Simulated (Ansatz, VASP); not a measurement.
# Two plane-wave programs on CdS

The input POSCAR:

```
CdS
1.0
    0.0301759390      2.9693907790      2.9693907790
    2.9693907790      0.0301759390      2.9693907790
    2.9693907790      2.9693907790      0.0301759390
Cd S
1 1
Direct
    0.0010770551      0.0010770551      0.0010770551
    0.2489229449      0.2489229449      0.2489229449
```

The input INCAR.step1:

```
ALGO = Normal
EDIFF = 1E-4
ENCUT = 520
GGA = PE
ISMEAR = 0
LASPH = True
LCHARG = False
LREAL = False
LWAVE = True
NBANDS = 16
NELM = 100
PREC = Accurate
SIGMA = 0.01
```

The input INCAR.step2:

```
ALGO = Normal
EDIFF = 1E-6
ENCUT = 520
ISIF = 2
ISMEAR = 0
ISTART = 1
LASPH = True
LCHARG = False
LMIXTAU = True
LREAL = False
LWAVE = False
METAGGA = R2SCAN
NBANDS = 16
NELM = 100
PREC = Accurate
SIGMA = 0.01
```

Contents of KPOINTS:

```
k-points
0
Gamma
  8 8 8
```

Input for Ansatz:

```yaml
crystal:
  lattice:
    - [0.030175939, 2.969390779, 2.969390779]
    - [2.969390779, 0.030175939, 2.969390779]
    - [2.969390779, 2.969390779, 0.030175939]
  atoms:
    - { symbol: Cd, position: [0.0010770551, 0.0010770551, 0.0010770551] }
    - { symbol: S, position: [0.2489229449, 0.2489229449, 0.2489229449] }
kpoints:
  mp_grid: { grid: [8, 8, 8] }
  band_path:
    path:
      - [0.0, 0.0, 0.0]
      - [-0.5, -0.5, 0.0]
      - [-0.375, -0.375, 0.25]
      - [-0.375, 0.0, 0.375]
      - [0.0, 0.0, 0.5]
      - [-0.5, -0.25, 0.25]
    npoints: 1
hamiltonian:
  xc: r2scan
scf:
  occupations: { method: fixed }
  n_extra_bands: 4
output:
  forces: true
  stress: true
  eigenvalues: true
```

Change from the starting cell: shear_111 strain +1.5%.

Alike in both runs: task single point; functional r2SCAN; k mesh 8 × 8 × 8; no spin polarisation.

|  | VASP | Ansatz |
| --- | --- | --- |
| version | VASP 6.6.1 | Ansatz 0.2.0 |
| potentials or method | VASP PAW PBE potentials, release 64 (Cd, S) | plane waves, PAW |
| plane-wave cutoff (eV) | 520 | 500 |
| occupations | gaussian, width 0.01 eV | fixed |
| valence electrons in the cell | 18 | 26 |

|  | VASP | Ansatz | Ansatz less VASP |
| --- | --- | --- | --- |
| gap on the k mesh at the Fermi level (eV) | 1.48 | 1.48 | +0.005 |
| pressure (GPa) | -0.6 | -0.9 | -0.29 |
| traceless stress, the component that is largest in VASP (GPa) | -0.27 | -0.27 | +0.002 |

VASP's potentials were made for PBE, not for r2SCAN. VASP's potentials hold 18 valence electrons a cell and Ansatz's 26, so a difference there can come from the potentials and not from the codes.
